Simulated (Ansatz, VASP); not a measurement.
**Two plane-wave programs on Ag**

```
Ag
1.0
    -1.72188    1.72188    1.65565
     1.72188   -1.72188    1.65565
     1.72188    1.72188   -1.65565
Ag
1
Direct
  0.00000 0.00000 0.00000
```

Change from the starting cell: strain +0.040 along x and y, +0.000 along z, atoms carried along.

Alike in both runs: task single point; functional PBEsol; k mesh 20 × 20 × 20; occupations gaussian, width 0.15 eV; no spin polarisation.

```csv
,VASP,Ansatz
version,VASP 6.6.1,Ansatz 0.2.0
potentials or method,"VASP PAW PBE potentials, release 64 (Ag), cutoff 520 eV","scalar-relativistic, plane waves, PAW"
valence electrons in the cell,11,19
```

```tsv
	VASP	Ansatz	Ansatz less VASP
gap on the k mesh at the Fermi level (eV)	none	none	-
pressure (GPa)	-11.6	-11.5	+0.01
traceless stress, the component that is largest in VASP (GPa)	-0.40	-0.40	-0.008
```

VASP's potentials were made for PBE, not for PBEsol. A gap of «none» marks a metal or a gap that the smearing closes. The functional is the same, so the differences come from potentials, cutoffs and numerics. VASP's potentials hold 11 valence electrons a cell and Ansatz's 19, so a difference there can come from the potentials and not from the codes.
